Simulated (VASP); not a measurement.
# Rb (Fmmm) in VASP: single point with PBEsol

Aim: the single point of Rb with PBEsol.

Program: VASP 6.6.1. These are calculated values, not measurements. Logs are shortened: lines on timing, memory, paths and dates and some standing lists are left out, and cuts for length are marked.

### Step 1. The cell of the first run

The structure is orthorhombic, space group Fmmm (No. 69). The conventional cell has a = 5.612 Å, b = 7.788 Å, c = 8.085 Å, α = 90.00°, β = 90.00°, γ = 90.00°.

### Step 2. Single point, PBEsol (strain +0.0375 x Voigt [0, 0, 0, 1, 0, 0])

INCAR reads:

```
ALGO = Fast ; EDIFF = 1E-6
ENCUT = 520 ; GGA = PS
ISIF = 2 ; ISMEAR = 0
LASPH = True ; LCHARG = True
LELF = True ; LREAL = False
LVHAR = True ; LWAVE = False
NBANDS = 10 ; NELM = 100
PREC = Accurate ; SIGMA = 0.15
```

KPOINTS reads:

```
k-points
0
Gamma
  12 12 12
```

POSCAR reads:

```
Rb
1.0
   -2.8060000000      2.8586125000      2.8586125000
    2.8060000000     -2.7533875000      2.7533875000
    2.8060000000      2.7533875000     -2.7533875000
Rb
1
Direct
    0.0000000000      0.0000000000      0.0000000000
```

Potentials or basis: VASP PAW PBE potentials, release 64 (Rb_sv).

Command:

```console
$ cat potpaw_PBE.64/Rb_sv/POTCAR > POTCAR
$ mpirun -np 1 vasp_std > vasp.out
```

OUTCAR:

```text
EDIFF = 1E-6
   ENCUT = 520
   GGA = PS
   ISIF = 2
   ISMEAR = 0
   LASPH = True
   LREAL = False
   NELM = 100
   PREC = Accurate

 ion  position               nearest neighbor table
   1  0.000  0.000  0.000-

  LATTYP: Found a face centered orthorhombic cell.
 ALAT       =     5.6120000000
 B/A-ratio  =     1.3876970581
 C/A-ratio  =     1.4407300667

  Lattice vectors:

 A1 = (   0.0000000000,   5.6120000000,   0.1052250000)
 A2 = (   2.8060000000,   2.8586125000,   2.8586125000)
 A3 = (   2.8060000000,   2.7533875000,  -2.7533875000)

Analysis of symmetry for initial positions (statically):
=====================================================================
 Subroutine PRICEL returns:
 Original cell was already a primitive cell.

 Routine SETGRP: Setting up the symmetry group for a
 face centered orthorhombic supercell.

 Subroutine GETGRP returns: Found  8 space group operations
 (whereof  8 operations were pure point group operations)
 out of a pool of  8 trial point group operations.

The static configuration has the point symmetry D_2h.

Analysis of symmetry for dynamics (positions and initial velocities):
=====================================================================
 Subroutine PRICEL returns:
 Original cell was already a primitive cell.

 Routine SETGRP: Setting up the symmetry group for a
 face centered orthorhombic supercell.

 Subroutine GETGRP returns: Found  8 space group operations
 (whereof  8 operations were pure point group operations)
 out of a pool of  8 trial point group operations.

The dynamic configuration has the point symmetry D_2h.

 Subroutine INISYM returns: Found  8 space group operations
 (whereof  8 operations are pure point group operations),
 and found     1 'primitive' translations

----------------------------------------------------------------------------------------

                                     Primitive cell

  volume of cell :      88.3426

  direct lattice vectors                    reciprocal lattice vectors
    -2.806000000  2.858612500  2.858612500     0.000000000  0.174910031  0.174910031
     2.806000000 -2.753387500  2.753387500     0.178189594 -0.003342230  0.178252261
     2.806000000  2.753387500 -2.753387500     0.178189594  0.178252261 -0.003342230

  length of vectors
     4.921073750  4.799575132  4.799575132     0.247360138  0.252064615  0.252064615

  position of ions in fractional coordinates (direct lattice)
     0.000000000  0.000000000  0.000000000

[... 81 lines left out ...]
   ISIF   =      2    stress and relaxation
   ISYM   =      2    0-nonsym 1-usesym 2-fastsym
   POTIM  = 0.5000    time-step for ionic-motion
   TEBEG  =    0.0;   TEEND  =   0.0 temperature during run
   PSTRESS=    0.0 pullay stress
   NELECT =       9.0000    total number of electrons
   NUPDOWN=      -1.0000    fix difference up-down
   EMIN   =  10.00;   EMAX   =-10.00  energy-range for DOS
   EFERMI =   0.00;   METHOD = LEGACY
   ISMEAR =     0;   SIGMA  =   0.15  broadening in eV -4-tet -1-fermi 0-gaus
   EFERMI_NEDOS =   21; number of points for ismear=-14 and -15
   IALGO  =     68    algorithm
   IMIX   =      4    mixing-type and parameters
     AMIX     =   0.40;   BMIX     =  1.00
     AMIX_MAG =   1.60;   BMIX_MAG =  1.00
  volume/ion in A,a.u.               =      88.34       596.17
  Fermi-wavevector in a.u.,A,eV,Ry     =   0.764596  1.444878  7.954070  0.584608
  Thomas-Fermi vector in A             =   1.864533
   LORBIT       =      0    0 simple, 1 ext, 2 COOP (PROOUT), +10 PAW based schemes
   GGA     = PS    functional components
   LHFCALC =     F    Hartree Fock is set to
   AEXX    =    0.0000 exact exchange contribution
   IVDW    =     0    specifies the selected vdW correction
   LEPSILON=     F    determine dielectric tensor
   LRPA    =     F    only Hartree local field effects (RPA)
 non-spin polarized calculation
 RMM-DIIS sequential band-by-band and
 Gauss-broadening in eV      SIGMA  =   0.15
  energy-cutoff  :      520.00
  volume of cell :       88.34
 maximum number of plane-waves:      2402
 NGX is ok and might be reduce to    40
   NGX = 19   NGY = 17   NGZ = 17

 number of electron       9.0000000 magnetization

 Free energy of the ion-electron system (eV)
  ---------------------------------------------------
  ext. energy  EPLUGINS =         0.00000000
  ---------------------------------------------------
  free energy    TOTEN  =        -1.02803523 eV

  energy without entropy =       -1.01689767  energy(sigma->0) =       -1.02246645

 E-fermi :   0.0063     XC(G=0):  -5.5950

 val. band max:        0.0061244625   @ k =   0.3333  -0.4167   0.2500
 cond. band min:       0.0078442929   @ k =   0.1667   0.3333   0.0000
 fundamental gap:      0.0017198304
 Fermi energy:         0.0063206630

 k-point     1 :       0.0000    0.0000    0.0000
  band No.  band energies     occupation
      1     -28.8302      2.00000
      2     -12.8760      2.00000
      3     -12.8737      2.00000
      4     -12.8717      2.00000
      5      -2.0031      2.00000
      6       3.6333      0.00000
      7       3.6912      0.00000
      8       3.8070      0.00000
      9       4.6892      0.00000
     10       4.7180      0.00000
[... 287 lines left out ...]
 k-point    24 :       0.2500    0.2500   -0.0000
  band No.  band energies     occupation
      1     -28.8257      2.00000
      2     -12.9556      2.00000
      3     -12.9197      2.00000
      4     -12.8827      2.00000
      5      -0.0520      1.41775
      6       1.5833      0.00000
      7       2.0203      0.00000
      8       4.3294      0.00000
      9       4.5839      0.00000
     10       5.3786      0.00000

 [... further k-points ...]

------------------------ aborting loop because EDIFF is reached ----------------------------------------

  FORCE on cell =-STRESS in cart. coord.  units (eV):
  Direction    XX          YY          ZZ          XY          YZ          ZX
  --------------------------------------------------------------------------------------
  -------------------------------------------------------------------------------------
  Total       -0.0313281     -0.0336598     -0.0336598     -0.0000000     -0.0396845      0.0000000
  in kB       -0.5681644     -0.6104523     -0.6104523     -0.0000000     -0.7197157      0.0000000
  external PRESSURE =      -0.5963563 kB  Pullay stress =       0.0000000 kB

 VOLUME and BASIS-vectors are now :
 -----------------------------------------------------------------------------
  energy-cutoff  :      520.00
  volume of cell :       88.34
      direct lattice vectors                 reciprocal lattice vectors
    -2.806000000  2.858612500  2.858612500     0.000000000  0.174910031  0.174910031
     2.806000000 -2.753387500  2.753387500     0.178189594 -0.003342230  0.178252261
     2.806000000  2.753387500 -2.753387500     0.178189594  0.178252261 -0.003342230

 POSITION                                       TOTAL-FORCE (eV/Angst)
 -----------------------------------------------------------------------------------
      0.00000      0.00000      0.00000         0.000000     -0.000000      0.000000
 -----------------------------------------------------------------------------------
    total drift:                                0.000000     -0.000000     -0.000000

  FREE ENERGIE OF THE ION-ELECTRON SYSTEM (eV)
  ---------------------------------------------------
  free  energy   TOTEN  =        -1.0280352293 eV

  energy  without entropy=       -1.0168976721  energy(sigma->0) =       -1.02246645
```

OSZICAR:

```text
N       E                     dE             d eps       ncg     rms          rms(c)
DAV:   1     0.428780332919E+02    0.42878E+02   -0.33352E+03  5600   0.661E+02
DAV:   2     0.169665039048E+01   -0.41181E+02   -0.40133E+02  6250   0.126E+02
DAV:   3    -0.908425239126E+00   -0.26051E+01   -0.25976E+01  7400   0.321E+01
DAV:   4    -0.102589033775E+01   -0.11747E+00   -0.11692E+00  7982   0.570E+00
DAV:   5    -0.102813462878E+01   -0.22443E-02   -0.22441E-02  7588   0.688E-01    0.116E+00
RMM:   6    -0.102767006775E+01    0.46456E-03   -0.16501E-03  6615   0.253E-01    0.712E-01
RMM:   7    -0.102795414574E+01   -0.28408E-03   -0.38886E-03  7033   0.372E-01    0.512E-02
RMM:   8    -0.102802861908E+01   -0.74473E-04   -0.22083E-04  8471   0.956E-02    0.808E-03
RMM:   9    -0.102803378488E+01   -0.51658E-05   -0.55804E-05  9341   0.351E-02    0.648E-03
RMM:  10    -0.102803508249E+01   -0.12976E-05   -0.90676E-06  8952   0.159E-02    0.402E-03
RMM:  11    -0.102803522930E+01   -0.14681E-06   -0.36375E-06  7645   0.828E-03
   1 F= -.10280352E+01 E0= -.10224665E+01  d E =-.111376E-01
```

stdout:

```text
POSCAR found type information on POSCAR Rb
 POSCAR found :  1 types and       1 ions
 scaLAPACK will be used
 -----------------------------------------------------------------------------
|                                                                             |
|                                                                             |
|     You enforced a specific xc type in the INCAR file but a different       |
|     I HOPE YOU KNOW WHAT YOU ARE DOING!                                     |
|                                                                             |
 -----------------------------------------------------------------------------

 LDA part: xc-table for (Slater+PW92), standard interpolation
 POSCAR, INCAR and KPOINTS ok, starting setup
 FFT: planning ... GRIDC
 FFT: planning ... GRID_SOFT
 FFT: planning ... GRID
 WAVECAR not read
 entering main loop
WARNING in EDDRMM: call to ZHEGV failed, returncode =   8  4      9
WARNING in EDDRMM: call to ZHEGV failed, returncode =   6  3      7
WARNING in EDDRMM: call to ZHEGV failed, returncode =   8  4      5
WARNING in EDDRMM: call to ZHEGV failed, returncode =   6  3      9
WARNING in EDDRMM: call to ZHEGV failed, returncode =   8  4      8
WARNING in EDDRMM: call to ZHEGV failed, returncode =   6  3      9
WARNING in EDDRMM: call to ZHEGV failed, returncode =   6  3      9
```

It took 2.1 min on 1 thread of AMD EPYC 9R45 (Zen 5), shared host; peak memory 0.35 GiB.

Results:

```
Free energy            : -1.0280 eV
Pressure               : -0.1 GPa
Band gap on the k mesh : zero (an odd number of electrons rules out a gap without spin polarisation)
```

Caveat: the cell differs from its parent crystal (strain +0.0375 x Voigt [0, 0, 0, 1, 0, 0]); the PAW data sets were made with another functional, which shifts forces and pressure a little.
